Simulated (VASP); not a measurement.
# CoMo (P-6m2) in VASP: further runs, part 2 of 2

VASP 6.6.1. The steps go on from the part before.

**3. Single point, LDA, collinear spin, ferromagnetic start**

INCAR

```
SYSTEM = CoMo
PREC = Accurate
ENCUT = 520
EDIFF = 1E-6
ISMEAR = -1
SIGMA = 0.05
LREAL = .FALSE.
LASPH = .TRUE.
NELM = 150
ALGO = Normal
ISIF = 2
LWAVE = .FALSE.
LCHARG = .FALSE.
ISPIN = 2
MAGMOM = 0.4 0
LORBIT = 11
LMAXMIX = 4
NBANDS = 22
```

KPOINTS

```
regular mesh
0
G
  14 14 8
  0 0 0
```

POSCAR

```
CoMo
1.0
    2.6949279053      0.0000000000      0.0000000000
   -1.3474639526      2.3338760273      0.0000000000
    0.0000000000      0.0000000000      4.1836180000
Co Mo
1 1
Direct
    0.6666666667      0.3333333333      0.5000000000
    0.3333333333      0.6666666667      0.0000000000
```

Potentials or basis: VASP PAW LDA potentials, release 64 (Co, Mo_sv).

Run with:

```bash
$ cat potpaw_LDA.64/Co/POTCAR potpaw_LDA.64/Mo_sv/POTCAR > POTCAR
$ mpirun -np 1 vasp_std > vasp.out
```

OUTCAR:

```text
SYSTEM = CoMo
   PREC = Accurate
   ENCUT = 520
   EDIFF = 1E-6
   ISMEAR = -1
   LREAL = .FALSE.
   LASPH = .TRUE.
   NELM = 150
   ISIF = 2
   ISPIN = 2
   LORBIT = 11

 ion  position               nearest neighbor table
   1  0.667  0.333  0.500-   2 2.61   2 2.61   2 2.61   2 2.61   2 2.61   2 2.61
   2  0.333  0.667  0.000-   1 2.61   1 2.61   1 2.61   1 2.61   1 2.61   1 2.61

  LATTYP: Found a hexagonal cell.
 ALAT       =     2.6949279053
 C/A-ratio  =     1.5524044231

  Lattice vectors:

 A1 = (   2.6949279053,   0.0000000000,   0.0000000000)
 A2 = (  -1.3474639526,   2.3338760273,   0.0000000000)
 A3 = (   0.0000000000,   0.0000000000,   4.1836180000)

Analysis of symmetry for initial positions (statically):
=====================================================================
 Subroutine PRICEL returns:
 Original cell was already a primitive cell.

 Routine SETGRP: Setting up the symmetry group for a
 hexagonal supercell.

 Subroutine GETGRP returns: Found 12 space group operations
 (whereof 12 operations were pure point group operations)
 out of a pool of 24 trial point group operations.

The static configuration has the point symmetry D_3h.

Analysis of symmetry for dynamics (positions and initial velocities):
=====================================================================
 Subroutine PRICEL returns:
 Original cell was already a primitive cell.

 Routine SETGRP: Setting up the symmetry group for a
 hexagonal supercell.

 Subroutine GETGRP returns: Found 12 space group operations
 (whereof 12 operations were pure point group operations)
 out of a pool of 24 trial point group operations.

The dynamic configuration has the point symmetry D_3h.

Analysis of structural, dynamic, and magnetic symmetry:
=====================================================================
 Subroutine PRICEL returns:
 Original cell was already a primitive cell.

 Routine SETGRP: Setting up the symmetry group for a
 hexagonal supercell.

 Subroutine GETGRP returns: Found 12 space group operations
 (whereof 12 operations were pure point group operations)
 out of a pool of 24 trial point group operations.

[... 141 lines left out ...]

 Free energy of the ion-electron system (eV)
  ---------------------------------------------------
  ext. energy  EPLUGINS =         0.00000000
  ---------------------------------------------------
  free energy    TOTEN  =       -19.90383425 eV

  energy without entropy =      -19.88084142  energy(sigma->0) =      -19.89233784

 E-fermi :  11.2240     XC(G=0): -13.6715

 val. band max:       11.2062637419   @ k =   0.4286   0.0714   0.2500
 cond. band min:      11.2246326512   @ k =   0.2857   0.2143   0.3750
 fundamental gap:      0.0183689093
 Fermi energy:        11.2239635202

 spin component 1

 k-point     1 :       0.0000    0.0000    0.0000
  band No.  band energies     occupation
      1     -49.2733      1.00000
      2     -23.5916      1.00000
      3     -22.6751      1.00000
      4     -22.6751      1.00000
      5       3.5731      1.00000
      6       6.4540      1.00000
[... 589 lines left out ...]
     21      27.7150      0.00000
     22      27.8548      0.00000

 [... further k-points ...]

 spin component 2

 k-point     1 :       0.0000    0.0000    0.0000
  band No.  band energies     occupation
      1     -49.2734      1.00000
      2     -23.5916      1.00000
      3     -22.6751      1.00000
      4     -22.6751      1.00000
      5       3.5731      1.00000
      6       6.4540      1.00000
[... 589 lines left out ...]
     21      27.7150      0.00000
     22      27.8547      0.00000

 [... further k-points ...]
[... 5 lines left out ...]
  --------------------------------------------------------------------------------------
  -------------------------------------------------------------------------------------
  Total       -2.0783504     -2.0783504     -2.2140890     -0.0000000      0.0000000      0.0000000
  in kB     -126.5471583   -126.5471583   -134.8120466     -0.0000000      0.0000000      0.0000000
  external PRESSURE =    -129.3021211 kB  Pullay stress =       0.0000000 kB

 VOLUME and BASIS-vectors are now :
 -----------------------------------------------------------------------------
  energy-cutoff  :      520.00
  volume of cell :       26.31
      direct lattice vectors                 reciprocal lattice vectors
     2.694927905  0.000000000  0.000000000     0.371067440  0.214235887  0.000000000
    -1.347463953  2.333876027  0.000000000     0.000000000  0.428471773  0.000000000
     0.000000000  0.000000000  4.183618000     0.000000000  0.000000000  0.239027559

 POSITION                                       TOTAL-FORCE (eV/Angst)
 -----------------------------------------------------------------------------------
      1.34746      0.77796      2.09181         0.000000     -0.000000      0.000000
     -0.00000      1.55592      0.00000        -0.000000      0.000000      0.000000
 -----------------------------------------------------------------------------------
    total drift:                                0.000001     -0.000000      0.000000

  FREE ENERGIE OF THE ION-ELECTRON SYSTEM (eV)
  ---------------------------------------------------
  free  energy   TOTEN  =       -19.9038342548 eV

  energy  without entropy=      -19.8808414233  energy(sigma->0) =      -19.89233784

 total charge

# of ion       s       p       d       tot
------------------------------------------
    1        0.473   0.489   7.324   8.286
    2        2.413   6.199   4.010  12.622
--------------------------------------------------
tot          2.886   6.688  11.334  20.908

 magnetization (x)

# of ion       s       p       d       tot
------------------------------------------
    1       -0.000  -0.000   0.000   0.000
    2       -0.000  -0.000  -0.000  -0.000
--------------------------------------------------
tot         -0.000  -0.000   0.000   0.000
```

It took 2.6 min on 1 thread of Intel Xeon 6975P-C, shared host; peak memory 0.22 GiB.

Results:

| Item | Value |
| --- | --- |
| Free energy | -19.9038 eV |
| Pressure | -12.9 GPa |
| Net moment | 0.00 μB per cell |
| Valence electrons inside the program's atomic spheres | Co 8.29; Mo 12.62 |
